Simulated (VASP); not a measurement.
Set up this calculation in VASP 6.6.1, as the native input.

```yaml
Task: single point
Functional: LDA
Potentials_or_basis: VASP PAW LDA potentials, release 64 (Na_pv, Cl)
Cutoff: 520 eV
k_mesh: 6 × 6 × 6
Occupations: gaussian, width 0.05 eV
Spin: no spin polarisation
Dipole_correction: no
Further_INCAR_settings: ALGO = Normal; EDIFF = 1e-06; NBANDS = 14
```

The structure of NaCl lies in POSCAR:

```
NaCl
1.0
    3.2220148000      0.0000000000      0.0000000000
    0.0000000000      3.2220148000      0.0000000000
    0.0000000000      0.0000000000      3.3621024000
Na Cl
1 1
Direct
    0.0000000000      0.0000000000      0.0000000000
    0.5000000000      0.5000000000      0.5000000000
```

This cell differs from its parent crystal: strain -0.080 along x and y, -0.040 along z.

These files were run (other wordings do the same):

INCAR

```
PREC     = Accurate       # precision mode
ENCUT    = 520            # plane-wave cutoff, eV
EDIFF    = 1E-6           # SCF threshold, eV
ISMEAR   = 0              # smearing method
SIGMA    = 0.05           # smearing width, eV
LREAL    = F              # projectors in reciprocal space
LASPH    = T              # aspherical terms in the spheres
NELM     = 60             # most SCF steps
ALGO     = Normal         # electronic algorithm
ISIF     = 2              # what is computed and relaxed
LWAVE    = F              # write WAVECAR
LCHARG   = F              # write CHGCAR
GGA      = CA             # functional
NBANDS   = 14             # bands
```

KPOINTS

```
Automatic mesh
0
Gamma
  6 6 6
```

Potentials or basis: VASP PAW LDA potentials, release 64 (Na_pv, Cl).

The run is started by

```bash
$ cat potpaw_LDA.64/Na_pv/POTCAR potpaw_LDA.64/Cl/POTCAR > POTCAR
$ mpirun -np 1 vasp_std > vasp.out
```

Results of the run:

| Property | Result |
| --- | --- |
| Pressure | 4.0 GPa |
| Band gap on the k mesh | 4.24 eV, indirect (least direct gap 4.87 eV) |

Caveat: the cell differs from its parent crystal (strain -0.080 along x and y, -0.040 along z).

Wall time 8.5 s on 1 thread of AMD EPYC 7R13 Processor (Zen 3), with other jobs on the host, peak memory 0.1 GiB.
